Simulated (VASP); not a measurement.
Input of a VASP 6.6.1 run:

File POSCAR:

```
ZrSe2
1.0
    3.7979999980      0.0000000000      0.0000000000
   -1.8989999990      3.2891644820      0.0000000000
    0.0000000000      0.0000000000     26.3295868590
Se Zr
2 1
Direct
    0.6666666667      0.3333333333      0.4399004351
    0.3333333333      0.6666666667      0.5600995649
    0.0000000000      0.0000000000      0.5000000000
```

The input INCAR.step1:

```
SYSTEM = ZrSe2
PREC     = Accurate       ! precision mode
ENCUT    = 400            ! plane-wave cutoff, eV
EDIFF    = 1E-5           ! SCF threshold, eV
ISMEAR   = 0              ! smearing method
SIGMA    = 0.01           ! smearing width, eV
LREAL    = .False.        ! projectors in reciprocal space
LASPH    = .True.         ! aspherical terms in the spheres
NELM     = 120            ! most SCF steps
ALGO     = Normal         ! electronic algorithm
ISIF     = 2              ! what is computed and relaxed
LWAVE    = .True.         ! write WAVECAR
LDIPOL   = .True.       
IDIPOL   = 3            
DIPOL    = 0.5 0.5 0.500
GGA      = PE             ! functional
NBANDS   = 19             ! bands
GGA_COMPAT= .False.      
NELMDL   = -8
```

INCAR.step2

```
SYSTEM = ZrSe2
PREC     = Accurate       ! precision mode
ENCUT    = 400            ! plane-wave cutoff, eV
EDIFF    = 1E-6           ! SCF threshold, eV
ISMEAR   = 0              ! smearing method
SIGMA    = 0.01           ! smearing width, eV
LREAL    = .False.        ! projectors in reciprocal space
LASPH    = .True.         ! aspherical terms in the spheres
NELM     = 120            ! most SCF steps
ALGO     = Normal         ! electronic algorithm
ISIF     = 2              ! what is computed and relaxed
LWAVE    = .False.        ! write WAVECAR
LCHARG   = .True.         ! write CHGCAR
LDIPOL   = .True.       
IDIPOL   = 3            
DIPOL    = 0.5 0.5 0.500
GGA      = PE             ! functional
LHFCALC  = .True.         ! exact exchange
HFSCREEN = 0.2079         ! screening, 1/A
PRECFOCK = Normal       
LELF     = .True.         ! ELF
LVHAR    = .True.       
LVACPOTAV= .True.       
ISTART   = 1            
NBANDS   = 19             ! bands
GGA_COMPAT= .False.
```

Contents of KPOINTS:

```
regular mesh
0
Gamma
  6 6 1
  0 0 0
```

Potentials or basis: VASP PAW PBE potentials, release 64 (Se, Zr_sv).

Command:

```console
$ cat potpaw_PBE.64/Se/POTCAR potpaw_PBE.64/Zr_sv/POTCAR > POTCAR
$ cp INCAR.step1 INCAR
$ mpirun -np 1 vasp_std > vasp.out
$ cp INCAR.step2 INCAR
$ mpirun -np 1 vasp_std > vasp.out
```

(1) What does it give for the largest force?

(2) What does it give for the band gap on the k mesh?

Answers

(1) 0.263 eV/Å.

(2) 1.17 eV (least direct gap 1.89 eV).

Caveat: the PAW data sets were made with another functional, which shifts forces and pressure a little.
